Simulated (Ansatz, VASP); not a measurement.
## Two plane-wave programs on VPt

```xyz
2
Lattice="2.6478 0.0000 0.0000 0.0000 2.6478 0.0000 0.0000 0.0000 3.8402" Properties=species:S:1:pos:R:3 pbc="T T T"
V     1.3239    1.3239    1.9201
Pt    0.0000    0.0000    0.0000
```

Alike in both runs: functional LDA; k mesh 8 × 8 × 6; occupations gaussian, width 0.1 eV; collinear spin.

Ansatz relaxed the structure, and its values are those at the end. VASP's run is a single point on that final structure, the one shown.

|  | VASP | Ansatz |
| --- | --- | --- |
| version | VASP 6.6.1 | Ansatz 0.2.0 |
| potentials or method | VASP PAW LDA potentials, release 64 (V_sv, Pt), cutoff 520 eV | scalar-relativistic, plane waves, PAW |
| valence electrons in the cell | 23 | 31 |

VASP gave:

* gap on the k mesh at the Fermi level (eV): none
* pressure (GPa): 0.9
* net moment per atom (μB): 0.00

**Question.** Which values does Ansatz return?

**Answer.** gap on the k mesh at the Fermi level (eV): none; pressure (GPa): 0.1; net moment per atom (μB): 0.00.

LDA's correlation is that of Perdew and Zunger in VASP and of Perdew and Wang (1992) in Ansatz. A gap of «none» marks a metal or a gap that the smearing closes. VASP's potentials hold 23 valence electrons a cell and Ansatz's 31, so a difference there can come from the potentials and not from the codes. Ansatz's warnings: seeded moment not kept.

Neither program's run includes spin-orbit coupling.
